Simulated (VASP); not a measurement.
# BP in VASP: single point with PBE+D3(BJ)

Aim: the single point of BP with PBE+D3(BJ).

Program: VASP 6.6.1. These are calculated values, not measurements. Logs are shortened: lines on timing, memory, paths and dates and some standing lists are left out, and cuts for length are marked.

**1. The cell of the first run**

The cell holds a sheet with vacuum, 2 atoms: a = 3.206 Å, b = 3.206 Å, c = 23.800 Å, α = 90.00°, β = 90.00°, γ = 120.00°.

**2. Single point, PBE+D3(BJ)**

File INCAR:

```
ALGO = Normal ; DIPOL = 0.5 0.5 0.294
EDIFF = 1E-6 ; ENCUT = 420
GGA = PE ; GGA_COMPAT = False
IDIPOL = 3 ; ISIF = 2
ISMEAR = 0 ; IVDW = 12
LASPH = True ; LCHARG = True
LDIPOL = True ; LELF = True
LREAL = False ; LVACPOTAV = True
LVHAR = True ; LWAVE = False
NBANDS = 11 ; NELM = 120
NELMDL = -8 ; PREC = Accurate
SIGMA = 0.03
```

File KPOINTS:

```
k-points
0
Gamma
  12 12 1
```

File POSCAR:

```
BP
1.0
    3.2056406678      0.0000000000      0.0000000000
   -1.6028203339      2.7761662537      0.0000000000
    0.0000000000      0.0000000000     23.8000000000
B P
1 1
Direct
    0.3333333333      0.6666666667      0.2941176471
    0.6666666667      0.3333333333      0.2941176471
```

Potentials or basis: VASP PAW PBE potentials, release 64 (B, P).

Launch:

```
$ cat potpaw_PBE.64/B/POTCAR potpaw_PBE.64/P/POTCAR > POTCAR
$ mpirun -np 1 vasp_std > vasp.out
```

OUTCAR:

```text
EDIFF = 1E-6
   ENCUT = 420
   GGA = PE
   ISIF = 2
   ISMEAR = 0
   IVDW = 12
   LASPH = True
   LREAL = False
   NELM = 120
   NELMDL = -8
   PREC = Accurate
 IVDW          = 12

 ion  position               nearest neighbor table
   1  0.333  0.667  0.294-   2 1.85   2 1.85   2 1.85
   2  0.667  0.333  0.294-   1 1.85   1 1.85   1 1.85

  LATTYP: Found a hexagonal cell.
 ALAT       =     3.2056406678
 C/A-ratio  =     7.4244129228

  Lattice vectors:

 A1 = (   3.2056406678,   0.0000000000,   0.0000000000)
 A2 = (  -1.6028203339,   2.7761662537,   0.0000000000)
 A3 = (   0.0000000000,   0.0000000000,  23.8000000000)

Analysis of symmetry for initial positions (statically):
=====================================================================
 Subroutine PRICEL returns:
 Original cell was already a primitive cell.

 Routine SETGRP: Setting up the symmetry group for a
 hexagonal supercell.

 Subroutine GETGRP returns: Found 12 space group operations
 (whereof  6 operations were pure point group operations)
 out of a pool of 24 trial point group operations.

The static configuration has the point symmetry C_3v.
 The point group associated with its full space group is D_3h.

Analysis of symmetry for dynamics (positions and initial velocities):
=====================================================================
 Subroutine PRICEL returns:
 Original cell was already a primitive cell.

 Routine SETGRP: Setting up the symmetry group for a
 hexagonal supercell.

 Subroutine GETGRP returns: Found 12 space group operations
 (whereof  6 operations were pure point group operations)
 out of a pool of 24 trial point group operations.

The dynamic configuration has the point symmetry C_3v.
 The point group associated with its full space group is D_3h.

 Subroutine INISYM returns: Found 12 space group operations
 (whereof  6 operations are pure point group operations),
 and found     1 'primitive' translations

----------------------------------------------------------------------------------------

                                     Primitive cell

  volume of cell :     211.8055

  direct lattice vectors                    reciprocal lattice vectors
     3.205640668  0.000000000  0.000000000     0.311950123  0.180104487  0.000000000
    -1.602820334  2.776166254  0.000000000     0.000000000  0.360208975  0.000000000
     0.000000000  0.000000000 23.800000000     0.000000000  0.000000000  0.042016807

  length of vectors
     3.205640668  3.205640668 23.800000000     0.360208975  0.360208975  0.042016807

  position of ions in fractional coordinates (direct lattice)
     0.333333333  0.666666667  0.294117647
     0.666666667  0.333333333  0.294117647

  ion indices of the primitive-cell ions
   primitive index   ion index
                 1           1
                 2           2

----------------------------------------------------------------------------------------

 KPOINTS: k-points

Automatic generation of k-mesh.
 Grid dimensions read from file:
 generate k-points for:   12   12    1

 Generating k-lattice:

  Cartesian coordinates                     Fractional coordinates (reciprocal lattice)
     0.025995844  0.015008707  0.000000000     0.083333333 -0.000000000  0.000000000
     0.000000000  0.030017415  0.000000000     0.000000000  0.083333333  0.000000000
     0.000000000  0.000000000  0.042016807     0.000000000  0.000000000  1.000000000

  Length of vectors
     0.030017415  0.030017415  0.042016807

  Shift w.r.t. Gamma in fractional coordinates (k-lattice)
     0.000000000  0.000000000  0.000000000

 Subroutine IBZKPT returns following result:
 ===========================================

 Found     19 irreducible k-points:

 Following reciprocal coordinates:
            Coordinates               Weight
  0.000000  0.000000  0.000000      1.000000
  0.083333  0.000000  0.000000      6.000000
  0.166667  0.000000  0.000000      6.000000
  0.250000  0.000000  0.000000      6.000000
  0.333333  0.000000  0.000000      6.000000
  0.416667 -0.000000  0.000000      6.000000
[... 11 lines left out ...]
  0.333333  0.250000  0.000000     12.000000
  0.333333  0.333333  0.000000      2.000000
   k-points           NKPTS =     19   k-points in BZ     NKDIM =     19   number of bands    NBANDS=     11
   number of dos      NEDOS =    301   number of ions     NIONS =      2
   total plane-waves  NPLWV =  92160
   dimension x,y,z NGX =    24 NGY =   24 NGZ =  160
   dimension x,y,z NGXF=    48 NGYF=   48 NGZF=  320
   ions per type =               1   1
   NGX,Y,Z   is equivalent  to a cutoff of  12.45, 12.45, 11.18 a.u.
   NGXF,Y,Z  is equivalent  to a cutoff of  24.89, 24.89, 22.35 a.u.
 SYSTEM =  unknown system
   PREC   = accura    normal or accurate (medium, high low for compatibility)
   ISTART =      0    job   : 0-new  1-cont  2-samecut
   ICHARG =      2    charge: 1-file 2-atom 10-const
   ISPIN  =      1    spin polarized calculation?
   LNONCOLLINEAR =      F non collinear calculations
   LSORBIT =      F    spin-orbit coupling
   LASPH  =      T    aspherical Exc in radial PAW
   ENCUT  =  420.0 eV  30.87 Ry    5.56 a.u.   5.36  5.36 39.77*2*pi/ulx,y,z
   NELM   =    120;   NELMIN=  2; NELMDL= -8     # of ELM steps
   EDIFF  = 0.1E-05   stopping-criterion for ELM
   LREAL  =      F    real-space projection
   EDIFFG = 0.1E-04   stopping-criterion for IOM
   NSW    =      0    number of steps for IOM
   IBRION =     -1    ionic relax: 0-MD 1-quasi-New 2-CG
   NFREE  =      0    steps in history (QN), initial steepest desc. (CG)
   ISIF   =      2    stress and relaxation
   ISYM   =      2    0-nonsym 1-usesym 2-fastsym
   POTIM  = 0.5000    time-step for ionic-motion
   TEBEG  =    0.0;   TEEND  =   0.0 temperature during run
   PSTRESS=    0.0 pullay stress
   NELECT =       8.0000    total number of electrons
   NUPDOWN=      -1.0000    fix difference up-down
   EMIN   =  10.00;   EMAX   =-10.00  energy-range for DOS
   EFERMI =   0.00;   METHOD = LEGACY
   ISMEAR =     0;   SIGMA  =   0.03  broadening in eV -4-tet -1-fermi 0-gaus
   EFERMI_NEDOS =   21; number of points for ismear=-14 and -15
   IALGO  =     38    algorithm
   IMIX   =      4    mixing-type and parameters
     AMIX     =   0.40;   BMIX     =  1.00
     AMIX_MAG =   1.60;   BMIX_MAG =  1.00
  volume/ion in A,a.u.               =     105.90       714.67
  Fermi-wavevector in a.u.,A,eV,Ry     =   0.549278  1.037985  4.104967  0.301707
  Thomas-Fermi vector in A             =   1.580338
   LORBIT       =      0    0 simple, 1 ext, 2 COOP (PROOUT), +10 PAW based schemes
   GGA     = PE    functional components
   LHFCALC =     F    Hartree Fock is set to
   AEXX    =    0.0000 exact exchange contribution
   IVDW    =    12    specifies the selected vdW correction
   LEPSILON=     F    determine dielectric tensor
   LRPA    =     F    only Hartree local field effects (RPA)
 non-spin polarized calculation
 Gauss-broadening in eV      SIGMA  =   0.03
  energy-cutoff  :      420.00
  volume of cell :      211.81
 maximum number of plane-waves:      4207
 NGX is ok and might be reduce to    24
   NGX = 11   NGY = 11   NGZ = 79

 dipolmoment           0.000000      0.000000     -0.000000 electrons x Angstroem

 number of electron       8.0000001 magnetization

 dipolmoment           0.000000      0.000000      0.000001 electrons x Angstroem

 Free energy of the ion-electron system (eV)
  ---------------------------------------------------
  ext. energy  EPLUGINS =         0.00000000
  ---------------------------------------------------
  free energy    TOTEN  =       -12.17069588 eV

  energy without entropy =      -12.17069588  energy(sigma->0) =      -12.17069588

 E-fermi :  -3.6175     XC(G=0):  -1.8149

 val. band max:       -3.7654556818   @ k =   0.3333   0.3333   0.0000
 cond. band min:      -2.8653672908   @ k =   0.3333   0.3333   0.0000
 fundamental gap:      0.9000883910
 Fermi energy:        -3.6175185620

 k-point     1 :       0.0000    0.0000    0.0000
  band No.  band energies     occupation
      1     -17.4723      2.00000
      2      -7.9285      2.00000
      3      -5.4049      2.00000
      4      -5.4049      2.00000
      5      -0.0061      0.00000
      6       0.9224      0.00000
      7       0.9224      0.00000
      8       1.1188      0.00000
      9       1.3991      0.00000
     10       1.8911      0.00000
     11       2.0291      0.00000

 k-point     2 :       0.0833    0.0000    0.0000
  band No.  band energies     occupation
      1     -17.3662      2.00000
      2      -7.8135      2.00000
      3      -5.9421      2.00000
      4      -5.6104      2.00000
      5       0.1121      0.00000
      6       0.7375      0.00000
      7       1.2515      0.00000
      8       1.3552      0.00000
      9       1.5400      0.00000
     10       2.1629      0.00000
     11       2.2837      0.00000

 k-point     3 :       0.1667    0.0000    0.0000
  band No.  band energies     occupation
      1     -17.0509      2.00000
      2      -7.4712      2.00000
      3      -7.2077      2.00000
      4      -6.0848      2.00000
      5       0.2132      0.00000
      6       0.6059      0.00000
      7       1.6472      0.00000
      8       1.9477      0.00000
      9       2.5064      0.00000
     10       2.5593      0.00000
     11       2.7962      0.00000
[... 197 lines left out ...]
 k-point    18 :       0.3333    0.2500    0.0000
  band No.  band energies     occupation
      1     -14.2784      2.00000
      2     -11.6046      2.00000
      3      -9.6113      2.00000
      4      -4.2609      2.00000
      5      -2.4084      0.00000
      6       2.7350      0.00000
      7       2.9894      0.00000
      8       4.3042      0.00000
      9       5.3646      0.00000
     10       6.1769      0.00000
     11       6.4063      0.00000

 k-point    19 :       0.3333    0.3333    0.0000
  band No.  band energies     occupation
      1     -14.0210      2.00000
      2     -11.6753      2.00000
      3     -10.0424      2.00000
      4      -3.7655      2.00000
      5      -2.8654      0.00000
      6       2.6315      0.00000
      7       3.5615      0.00000
      8       4.7492      0.00000
      9       5.8848      0.00000
     10       6.8901      0.00000
     11       6.9863      0.00000

------------------------ aborting loop because EDIFF is reached ----------------------------------------

 Edisp (eV)   -0.25724

 E8    (eV) :    -0.1012

  FORCE on cell =-STRESS in cart. coord.  units (eV):
  Direction    XX          YY          ZZ          XY          YZ          ZX
  --------------------------------------------------------------------------------------
  -------------------------------------------------------------------------------------
  Total      -0.04139    -0.04139    -0.00445    -0.00000     0.00000     0.00000
  in kB      -0.31306    -0.31306    -0.03362    -0.00000     0.00000     0.00000
  external pressure =       -0.22 kB  Pullay stress =        0.00 kB

 VOLUME and BASIS-vectors are now :
 -----------------------------------------------------------------------------
  energy-cutoff  :      420.00
  volume of cell :      211.81
      direct lattice vectors                 reciprocal lattice vectors
     3.205640668  0.000000000  0.000000000     0.311950123  0.180104487  0.000000000
    -1.602820334  2.776166254  0.000000000     0.000000000  0.360208975  0.000000000
     0.000000000  0.000000000 23.800000000     0.000000000  0.000000000  0.042016807

 POSITION                                       TOTAL-FORCE (eV/Angst)
 -----------------------------------------------------------------------------------
     -0.00000      1.85078      7.00000        -0.000000      0.000000      0.000000
      1.60282      0.92539      7.00000         0.000000      0.000000     -0.000000
 -----------------------------------------------------------------------------------
    total drift:                               -0.000000      0.000000      0.000001

  FREE ENERGIE OF THE ION-ELECTRON SYSTEM (eV)
  ---------------------------------------------------
  free  energy   TOTEN  =       -12.4279314626 eV

  energy  without entropy=      -12.4279314626  energy(sigma->0) =      -12.42793146

 vacuum level on the upper side and lower side of the slab         1.354         1.354
```

It took 49 s on 1 thread of Intel Xeon Platinum 8259CL at 2.50GHz (Skylake/Cascade Lake), shared host; peak memory 0.29 GiB.

Results:

* Free energy: -12.4279 eV
* Band gap on the k mesh: 0.90 eV
* Dispersion energy per atom: -0.129 eV
